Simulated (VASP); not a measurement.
Wanted: the native input for a VASP 6.6.1 run.

```
Task                   : relaxation of cell and atoms
Functional             : PBE
Potentials or basis    : VASP PAW PBE potentials, release 64 (Al, Pt)
Cutoff                 : 600 eV
k mesh                 : 4 × 4 × 4
Occupations            : gaussian, width 0.1 eV
Spin                   : no spin polarisation
Dipole correction      : no
Further INCAR settings : ALGO = Normal; EDIFF = 1e-06; IBRION = 2; EDIFFG = -0.04; NSW = 90; ISIF = 3
```

The structure of Al2Pt lies in POSCAR:

```
Al2Pt
1.0
    4.3881432600      0.0000000000      0.0000000000
    0.0000000000      4.8749842800      0.0000000000
    0.0000000000      0.0000000000      4.3936114500
Al Pt
4 2
Direct
    0.2161382400      0.6185845500      0.3893682100
    0.7838617600      0.3814154500      0.3893682100
    0.2838617600      0.1185845500      0.3893682100
    0.7161382400      0.8814154500      0.3893682100
    0.5000000000      0.0000000000      0.8067649300
    0.0000000000      0.5000000000      0.8067649300
```

The cell was built from a structure type or drawn by symmetry, and may not be a known phase.

These files were run (other wordings do the same):

INCAR

```
SYSTEM = Al2Pt
PREC     = Accurate       ! precision mode
ENCUT    = 600            ! plane-wave cutoff, eV
EDIFF    = 1E-6           ! SCF threshold, eV
ISMEAR   = 0              ! smearing method
SIGMA    = 0.1            ! smearing width, eV
LREAL    = .FALSE.        ! projectors in reciprocal space
LASPH    = .TRUE.         ! aspherical terms in the spheres
NELM     = 60             ! most SCF steps
ALGO     = Normal         ! electronic algorithm
ISIF     = 3              ! what is computed and relaxed
LWAVE    = .FALSE.        ! write WAVECAR
LCHARG   = .FALSE.        ! write CHGCAR
GGA      = PE             ! functional
IBRION   = 2              ! ionic algorithm
NSW      = 90             ! ionic steps
EDIFFG   = -0.04          ! ionic threshold
```

KPOINTS

```
Automatic mesh
0
G
  4 4 4
  0 0 0
```

Potentials or basis: VASP PAW PBE potentials, release 64 (Al, Pt).

Launch:

```console
$ cat potpaw_PBE.64/Al/POTCAR potpaw_PBE.64/Pt/POTCAR > POTCAR
$ mpirun -np 1 vasp_std > vasp.out
```

It gave:

| Quantity | Value |
| --- | --- |
| Relaxed volume | 16.70 Å³/atom |
| Relaxed cell | a = 6.058 Å, b = 6.019 Å, c = 2.748 Å, α = 90.00°, β = 90.00°, γ = 90.00° |
| Space group after relaxing (to 0.1 Å) | P4/mbm (No. 127) |
| Energy gained by relaxing | 1272.0 meV/atom |
| Ionic steps | 30 |
| Pressure after relaxing | 0.1 GPa |
| Largest force after relaxing | 0.029 eV/Å |
| Band gap on the k mesh | zero (bands 16 and 17 overlap by 2.67 eV) |

Caveat: a cell axis changed by over 15 % at a fixed basis, so the end point is rough; spin-orbit coupling is left out, which moves the levels of the heavy elements.

Run time: 6 min on 1 thread of Intel(R) Xeon(R) 6975P-C (Granite Rapids), on a shared host, peak memory 0.26 GiB.
